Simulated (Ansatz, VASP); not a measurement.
HPt6 in VASP and in Ansatz

```
Pt H
1.0
     5.61458    0.00000    0.00000
    -2.80729    4.86237    0.00000
     0.00000    0.00000   22.61974
Pt H
12 2
Direct
  0.33333 0.16667 0.17684
  0.33333 0.66667 0.17684
  0.83333 0.16667 0.17684
  0.83333 0.66667 0.17684
  0.16667 0.33333 0.27896
  0.16667 0.83333 0.27896
  0.66667 0.33333 0.27896
  0.66667 0.83333 0.27896
  0.00000 0.00000 0.38107
  0.00000 0.50000 0.38107
  0.50000 0.00000 0.38107
  0.50000 0.50000 0.38107
  0.11375 0.22750 0.44341
  0.38625 0.77250 0.44341
```

Alike in both runs: task single point; functional PBE; k mesh 6 × 6 × 1; occupations gaussian, width 0.1 eV; no spin polarisation.

|  | VASP | Ansatz |
| --- | --- | --- |
| version | VASP 6.6.1 | Ansatz 0.2.0 |
| potentials or method | VASP PAW PBE potentials, release 64 (Pt, H), cutoff 520 eV | scalar-relativistic, plane waves, PAW |
| valence electrons in the cell | 122 | 218 |

Ansatz gave:

* gap on the k mesh at the Fermi level (eV): none
* rms of the force components (eV/Å): 0.505
* work function, face that differs most (eV): 5.52

Question: Estimate VASP's values.

Answer: gap on the k mesh at the Fermi level (eV): none; rms of the force components (eV/Å): 0.500; work function, face that differs most (eV): 5.52.

Atom by atom the forces differ by 0.010 eV/Å (rms over components). A gap of «none» marks a metal or a gap that the smearing closes. VASP's potentials hold 122 valence electrons a cell and Ansatz's 218, so a difference there can come from the potentials and not from the codes.

Neither program's run includes spin-orbit coupling.
